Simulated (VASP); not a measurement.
# Cs (I4/mmm) in VASP: further runs

Runs on Cs. Level: LDA. Tasks: single point.

All numbers are computed with VASP 6.6.1; they aren't measurements. Logs are shortened: lines on timing, memory, paths and dates and some standing lists are left out, and cuts for length are marked.

**1. The cell of the first run**

The structure is tetragonal, space group I4/mmm (No. 139). Conventional cell: a = 6.529 Å, b = 6.529 Å, c = 5.561 Å, α = 90.00°, β = 90.00°, γ = 90.00°.

**2. Single point, LDA (strain +0.080 along x and y, -0.080 along z)**

INCAR reads:

```
ALGO = Normal ; EDIFF = 1E-6
ENCUT = 520 ; ISIF = 2
ISMEAR = 0 ; LASPH = T
LCHARG = F ; LREAL = F
LWAVE = F ; NBANDS = 10
NELM = 100 ; PREC = Accurate
SIGMA = 0.15
```

KPOINTS reads:

```
k-points
0
Gamma
  12 12 12
```

POSCAR reads:

```
Cs
1.0
   -3.2643000000      3.2643000000      2.7807000000
    3.2643000000     -3.2643000000      2.7807000000
    3.2643000000      3.2643000000     -2.7807000000
Cs
1
Direct
    0.0000000000      0.0000000000      0.0000000000
```

Potentials or basis: VASP PAW LDA potentials, release 64 (Cs_sv).

On the command line:

```bash
> cat potpaw_LDA.64/Cs_sv/POTCAR > POTCAR
> mpirun -np 1 vasp_std > vasp.out
```

OUTCAR:

```text
EDIFF = 1E-6
   ENCUT = 520
   ISIF = 2
   ISMEAR = 0
   LASPH = T
   LREAL = F
   NELM = 100
   PREC = Accurate

 ion  position               nearest neighbor table
   1  0.000  0.000  0.000-

  LATTYP: Found a body centered tetragonal cell.
 ALAT       =     6.5286000000
 C/A-ratio  =     0.8518518519

  Lattice vectors:

 A1 = (  -3.2643000000,   3.2643000000,   2.7807000000)
 A2 = (   3.2643000000,  -3.2643000000,   2.7807000000)
 A3 = (   3.2643000000,   3.2643000000,  -2.7807000000)

Analysis of symmetry for initial positions (statically):
=====================================================================
 Subroutine PRICEL returns:
 Original cell was already a primitive cell.

 Routine SETGRP: Setting up the symmetry group for a
 body centered tetragonal supercell.

 Subroutine GETGRP returns: Found 16 space group operations
 (whereof 16 operations were pure point group operations)
 out of a pool of 16 trial point group operations.

The static configuration has the point symmetry D_4h.

Analysis of symmetry for dynamics (positions and initial velocities):
=====================================================================
 Subroutine PRICEL returns:
 Original cell was already a primitive cell.

 Routine SETGRP: Setting up the symmetry group for a
 body centered tetragonal supercell.

 Subroutine GETGRP returns: Found 16 space group operations
 (whereof 16 operations were pure point group operations)
 out of a pool of 16 trial point group operations.

The dynamic configuration has the point symmetry D_4h.

 Subroutine INISYM returns: Found 16 space group operations
 (whereof 16 operations are pure point group operations),
 and found     1 'primitive' translations

----------------------------------------------------------------------------------------

                                     Primitive cell

  volume of cell :     118.5207

  direct lattice vectors                    reciprocal lattice vectors
    -3.264300000  3.264300000  2.780700000     0.000000000  0.153172196  0.179810839
     3.264300000 -3.264300000  2.780700000     0.153172196  0.000000000  0.179810839
     3.264300000  3.264300000 -2.780700000     0.153172196  0.153172196  0.000000000

  length of vectors
     5.389211581  5.389211581  5.389211581     0.236206815  0.236206815  0.216618197

  position of ions in fractional coordinates (direct lattice)
     0.000000000  0.000000000  0.000000000

  ion indices of the primitive-cell ions
   primitive index   ion index
                 1           1

----------------------------------------------------------------------------------------

 KPOINTS: k-points

Automatic generation of k-mesh.
 Grid dimensions read from file:
 generate k-points for:   12   12   12

 Generating k-lattice:

  Cartesian coordinates                     Fractional coordinates (reciprocal lattice)
     0.000000000  0.012764350  0.014984237     0.083333333  0.000000000  0.000000000
     0.012764350  0.000000000  0.014984237     0.000000000  0.083333333  0.000000000
     0.012764350  0.012764350  0.000000000     0.000000000  0.000000000  0.083333333

  Length of vectors
     0.019683901  0.019683901  0.018051516

  Shift w.r.t. Gamma in fractional coordinates (k-lattice)
     0.000000000  0.000000000  0.000000000

 Subroutine IBZKPT returns following result:
 ===========================================

 Found    163 irreducible k-points:

 Following reciprocal coordinates:
            Coordinates               Weight
  0.000000  0.000000  0.000000      1.000000
  0.083333  0.000000 -0.000000      8.000000
  0.166667  0.000000 -0.000000      8.000000
  0.250000  0.000000 -0.000000      8.000000
  0.333333  0.000000 -0.000000      8.000000
  0.416667 -0.000000  0.000000      8.000000
[... 16 lines left out ...]
  0.500000  0.166667 -0.000000     16.000000
 -0.416667  0.166667 -0.000000     16.000000
 [... further k-points ...]
   k-points           NKPTS =    163   k-points in BZ     NKDIM =    163   number of bands    NBANDS=     10
   number of dos      NEDOS =    301   number of ions     NIONS =      1
   total plane-waves  NPLWV =  64000
   dimension x,y,z NGX =    40 NGY =   40 NGZ =   40
   dimension x,y,z NGXF=    80 NGYF=   80 NGZF=   80
   ions per type =               1
   NGX,Y,Z   is equivalent  to a cutoff of  12.34, 12.34, 12.34 a.u.
   NGXF,Y,Z  is equivalent  to a cutoff of  24.68, 24.68, 24.68 a.u.
 SYSTEM =  unknown system
   PREC   = accura    normal or accurate (medium, high low for compatibility)
   ISTART =      0    job   : 0-new  1-cont  2-samecut
   ICHARG =      2    charge: 1-file 2-atom 10-const
   ISPIN  =      1    spin polarized calculation?
   LNONCOLLINEAR =      F non collinear calculations
   LSORBIT =      F    spin-orbit coupling
   LASPH  =      T    aspherical Exc in radial PAW
   ENCUT  =  520.0 eV  38.22 Ry    6.18 a.u.  10.02 10.02 10.02*2*pi/ulx,y,z
   NELM   =    100;   NELMIN=  2; NELMDL= -5     # of ELM steps
   EDIFF  = 0.1E-05   stopping-criterion for ELM
   LREAL  =      F    real-space projection
   EDIFFG = 0.1E-04   stopping-criterion for IOM
   NSW    =      0    number of steps for IOM
   IBRION =     -1    ionic relax: 0-MD 1-quasi-New 2-CG
   NFREE  =      0    steps in history (QN), initial steepest desc. (CG)
   ISIF   =      2    stress and relaxation
   ISYM   =      2    0-nonsym 1-usesym 2-fastsym
   POTIM  = 0.5000    time-step for ionic-motion
   TEBEG  =    0.0;   TEEND  =   0.0 temperature during run
   PSTRESS=    0.0 pullay stress
   NELECT =       9.0000    total number of electrons
   NUPDOWN=      -1.0000    fix difference up-down
   EMIN   =  10.00;   EMAX   =-10.00  energy-range for DOS
   EFERMI =   0.00;   METHOD = LEGACY
   ISMEAR =     0;   SIGMA  =   0.15  broadening in eV -4-tet -1-fermi 0-gaus
   EFERMI_NEDOS =   21; number of points for ismear=-14 and -15
   IALGO  =     38    algorithm
   IMIX   =      4    mixing-type and parameters
     AMIX     =   0.40;   BMIX     =  1.00
     AMIX_MAG =   1.60;   BMIX_MAG =  1.00
  volume/ion in A,a.u.               =     118.52       799.82
  Fermi-wavevector in a.u.,A,eV,Ry     =   0.693252  1.310056  6.538931  0.480598
  Thomas-Fermi vector in A             =   1.775413
   LORBIT       =      0    0 simple, 1 ext, 2 COOP (PROOUT), +10 PAW based schemes
   GGA     = CA    functional components
   LHFCALC =     F    Hartree Fock is set to
   AEXX    =    0.0000 exact exchange contribution
   IVDW    =     0    specifies the selected vdW correction
   LEPSILON=     F    determine dielectric tensor
   LRPA    =     F    only Hartree local field effects (RPA)
 non-spin polarized calculation
 Gauss-broadening in eV      SIGMA  =   0.15
  energy-cutoff  :      520.00
  volume of cell :      118.52
 maximum number of plane-waves:      3222
   NGX = 19   NGY = 19   NGZ = 19

 number of electron       9.0000000 magnetization

 Free energy of the ion-electron system (eV)
  ---------------------------------------------------
  ext. energy  EPLUGINS =         0.00000000
  ---------------------------------------------------
  free energy    TOTEN  =        -0.96693695 eV

  energy without entropy =       -0.95210522  energy(sigma->0) =       -0.95952108

 E-fermi :   0.2122     XC(G=0):  -5.4647

 val. band max:        0.1976433353   @ k =  -0.1667  -0.3333   0.0833
 cond. band min:       0.2180030906   @ k =   0.2500   0.1667   0.0833
 fundamental gap:      0.0203597553
 Fermi energy:         0.2121624763

 k-point     1 :       0.0000    0.0000    0.0000
  band No.  band energies     occupation
      1     -23.6311      2.00000
      2     -10.3731      2.00000
      3     -10.3731      2.00000
      4     -10.3643      2.00000
      5      -1.4383      2.00000
      6       2.2167      0.00000
      7       2.9174      0.00000
      8       2.9174      0.00000
      9       2.9790      0.00000
     10       3.9113      0.00000

 k-point     2 :       0.0833    0.0000   -0.0000
  band No.  band energies     occupation
      1     -23.6307      2.00000
      2     -10.3788      2.00000
      3     -10.3761      2.00000
      4     -10.3687      2.00000
      5      -1.3574      2.00000
      6       2.2241      0.00000
      7       2.7906      0.00000
      8       2.8733      0.00000
      9       3.0177      0.00000
     10       3.7845      0.00000

 k-point     3 :       0.1667    0.0000   -0.0000
  band No.  band energies     occupation
      1     -23.6295      2.00000
      2     -10.4021      2.00000
      3     -10.3840      2.00000
      4     -10.3728      2.00000
      5      -1.1226      2.00000
      6       2.1608      0.00000
      7       2.4398      0.00000
      8       2.9070      0.00000
      9       3.1664      0.00000
     10       3.6122      0.00000

 k-point     4 :       0.2500    0.0000   -0.0000
  band No.  band energies     occupation
      1     -23.6278      2.00000
      2     -10.4351      2.00000
      3     -10.3948      2.00000
      4     -10.3764      2.00000
      5      -0.7585      2.00000
      6       1.9821      0.00000
      7       2.0297      0.00000
      8       3.1768      0.00000
      9       3.3912      0.00000
     10       3.5239      0.00000
[... 222 lines left out ...]
 k-point    22 :       0.4167    0.1667    0.0000
  band No.  band energies     occupation
      1     -23.6243      2.00000
      2     -10.4888      2.00000
      3     -10.4260      2.00000
      4     -10.3906      2.00000
      5       0.5372      0.00218
      6       1.2287      0.00000
      7       1.5546      0.00000
      8       3.0892      0.00000
      9       3.9436      0.00000
     10       4.1653      0.00000

 k-point    23 :       0.5000    0.1667   -0.0000
  band No.  band energies     occupation
      1     -23.6249      2.00000
      2     -10.4797      2.00000
      3     -10.4233      2.00000
      4     -10.3869      2.00000
      5       0.2441      0.76301
      6       1.4099      0.00000
      7       1.5947      0.00000
      8       3.1899      0.00000
      9       3.6843      0.00000
     10       4.1848      0.00000

 k-point    24 :      -0.4167    0.1667   -0.0000
  band No.  band energies     occupation
      1     -23.6261      2.00000
      2     -10.4635      2.00000
      3     -10.4114      2.00000
      4     -10.3819      2.00000
      5      -0.2087      1.99993
      6       1.5590      0.00000
      7       1.8366      0.00000
      8       3.2890      0.00000
      9       3.4473      0.00000
     10       3.9785      0.00000

 [... further k-points ...]
[... 5 lines left out ...]
  --------------------------------------------------------------------------------------
  -------------------------------------------------------------------------------------
  Total       -0.2931459     -0.2931459     -0.2253889      0.0000000      0.0000000      0.0000000
  in kB       -3.9627823     -3.9627823     -3.0468339      0.0000000      0.0000000      0.0000000
  external PRESSURE =      -3.6574662 kB  Pullay stress =       0.0000000 kB

 VOLUME and BASIS-vectors are now :
 -----------------------------------------------------------------------------
  energy-cutoff  :      520.00
  volume of cell :      118.52
      direct lattice vectors                 reciprocal lattice vectors
    -3.264300000  3.264300000  2.780700000     0.000000000  0.153172196  0.179810839
     3.264300000 -3.264300000  2.780700000     0.153172196  0.000000000  0.179810839
     3.264300000  3.264300000 -2.780700000     0.153172196  0.153172196  0.000000000

 POSITION                                       TOTAL-FORCE (eV/Angst)
 -----------------------------------------------------------------------------------
      0.00000      0.00000      0.00000         0.000000      0.000000      0.000000
 -----------------------------------------------------------------------------------
    total drift:                               -0.000000     -0.000000      0.000000

  FREE ENERGIE OF THE ION-ELECTRON SYSTEM (eV)
  ---------------------------------------------------
  free  energy   TOTEN  =        -0.9669369477 eV

  energy  without entropy=       -0.9521052181  energy(sigma->0) =       -0.95952108
```

It took 44 s on 1 thread of AMD EPYC 9R45 (Zen 5), shared host; peak memory 0.28 GiB.

Results:

- Free energy: -0.9669 eV
- Pressure: -0.4 GPa

Caveat: the cell differs from its parent crystal (strain +0.080 along x and y, -0.080 along z); spin-orbit coupling is left out, which moves the levels of the heavy elements.

**3. Single point, LDA (strain -0.040 along x and y, +0.000 along z)**

INCAR reads:

```
SYSTEM = Cs
ALGO     = Normal         ! electronic algorithm
EDIFF    = 1E-6           ! SCF threshold, eV
ENCUT    = 520            ! plane-wave cutoff, eV
ISIF     = 2              ! what is computed and relaxed
ISMEAR   = 0              ! smearing method
LASPH    = .True.         ! aspherical terms in the spheres
LCHARG   = .False.        ! write CHGCAR
LREAL    = .False.        ! projectors in reciprocal space
LWAVE    = .False.        ! write WAVECAR
NBANDS   = 10             ! bands
NELM     = 100            ! most SCF steps
PREC     = Accurate       ! precision mode
SIGMA    = 0.15           ! smearing width, eV
```

KPOINTS reads:

```
k-points
0
Gamma
  12 12 12
  0 0 0
```

POSCAR reads:

```
Cs
1.0
   -2.9016000000      2.9016000000      3.0225000000
    2.9016000000     -2.9016000000      3.0225000000
    2.9016000000      2.9016000000     -3.0225000000
Cs
1
Direct
    0.0000000000      0.0000000000      0.0000000000
```

Potentials or basis: VASP PAW LDA potentials, release 64 (Cs_sv).

On the command line:

```bash
> cat potpaw_LDA.64/Cs_sv/POTCAR > POTCAR
> mpirun -np 1 vasp_std > vasp.out
```

Wall time 47 s (1 thread of AMD EPYC 9R45 (Zen 5), shared host); peak memory 0.27 GiB.

The run converged. Its results:

```yaml
Free_energy: -0.9970 eV
Pressure: -0.1 GPa
```

Levels at points of the mesh, in eV from the Fermi level:
| k point | band 1 | band 2 | band 3 | band 4 | band 5 | band 6 | band 7 | band 8 | band 9 | band 10 |
| --- | --- | --- | --- | --- | --- | --- | --- | --- | --- | --- |
| (0.00, 0.00, 0.00) | -23.75 | -10.46 | -10.46 | -10.46 | -1.81 | 2.44 | 2.44 | 2.62 | 3.35 | 3.61 |
| (0.50, 0.00, 0.00) | -23.74 | -10.68 | -10.53 | -10.46 | -0.05 | 1.06 | 1.65 | 3.23 | 3.95 | 4.70 |
| (0.50, 0.50, 0.00) | -23.74 | -10.68 | -10.54 | -10.47 | -0.01 | 1.15 | 1.46 | 3.47 | 4.06 | 4.60 |
| (0.50, 0.50, 0.50) | -23.73 | -10.63 | -10.61 | -10.61 | 0.52 | 0.59 | 3.12 | 3.46 | 3.46 | 4.66 |

Caveat: the cell differs from its parent crystal (strain -0.040 along x and y, +0.000 along z); spin-orbit coupling is left out, which moves the levels of the heavy elements.

**4. Single point, LDA (strain -0.080 along x and y, +0.080 along z)**

INCAR reads:

```
PREC     = Accurate       # precision mode
ENCUT    = 520            # plane-wave cutoff, eV
EDIFF    = 1E-7           # SCF threshold, eV
ISMEAR   = 0              # smearing method
SIGMA    = 0.15           # smearing width, eV
LREAL    = False          # projectors in reciprocal space
LASPH    = True           # aspherical terms in the spheres
NELM     = 100            # most SCF steps
ALGO     = Normal         # electronic algorithm
ISIF     = 2              # what is computed and relaxed
LWAVE    = False          # write WAVECAR
LCHARG   = False          # write CHGCAR
NBANDS   = 10             # bands
```

KPOINTS reads:

```
regular mesh
0
Gamma
  12 12 12
```

POSCAR reads:

```
Cs
1.0
   -2.7807000000      2.7807000000      3.2643000000
    2.7807000000     -2.7807000000      3.2643000000
    2.7807000000      2.7807000000     -3.2643000000
Cs
1
Direct
    0.0000000000      0.0000000000      0.0000000000
```

On the command line:

```bash
> cat potpaw_LDA.64/Cs_sv/POTCAR > POTCAR
> mpirun -np 1 vasp_std > vasp.out
```

Run time: 62 s. Hardware: 1 thread of AMD EPYC 9R45 (Zen 5), shared host; peak memory 0.26 GiB.

Results (log left out):

```
Free energy : -0.9976 eV
Pressure    : -0.1 GPa
```

Levels at points of the mesh, in eV from the Fermi level:
| k point | band 2 | band 3 | band 4 | band 5 | band 6 | band 7 | band 8 | band 9 |
| --- | --- | --- | --- | --- | --- | --- | --- | --- |
| (0.00, 0.00, 0.00) | -10.46 | -10.46 | -10.46 | -1.82 | 2.36 | 2.36 | 2.98 | 3.02 |
| (0.50, 0.00, 0.00) | -10.68 | -10.51 | -10.46 | -0.09 | 1.01 | 1.88 | 2.86 | 4.15 |
| (0.50, 0.50, 0.00) | -10.67 | -10.54 | -10.49 | 0.06 | 1.17 | 1.36 | 3.93 | 4.38 |
| (0.50, 0.50, 0.50) | -10.65 | -10.58 | -10.58 | 0.39 | 0.71 | 2.53 | 3.84 | 3.84 |

Caveat: the cell differs from its parent crystal (strain -0.080 along x and y, +0.080 along z); spin-orbit coupling is left out, which moves the levels of the heavy elements.

**5. Overview**

```csv
cell,gap on the mesh (eV),pressure (GPa)
"a = 5.389 Å, angles 105.4, 105.4, 117.9°, 1 atom",none,-0.4
"a = 5.096 Å, angles 110.6, 110.6, 107.3°, 1 atom",none,-0.1
"a = 5.111 Å, angles 114.1, 114.1, 100.6°, 1 atom",none,-0.1
```

Alike in all rows: task single point; level LDA; potentials or basis VASP PAW LDA potentials, release 64 (Cs_sv); no spin polarisation; k mesh 12 × 12 × 12; cutoff (eV) 520; smearing gaussian 0.15 eV.

Caveats: spin-orbit coupling is left out, which moves the levels of the heavy elements.

Absolute energies hang on the potentials; compare differences alone.
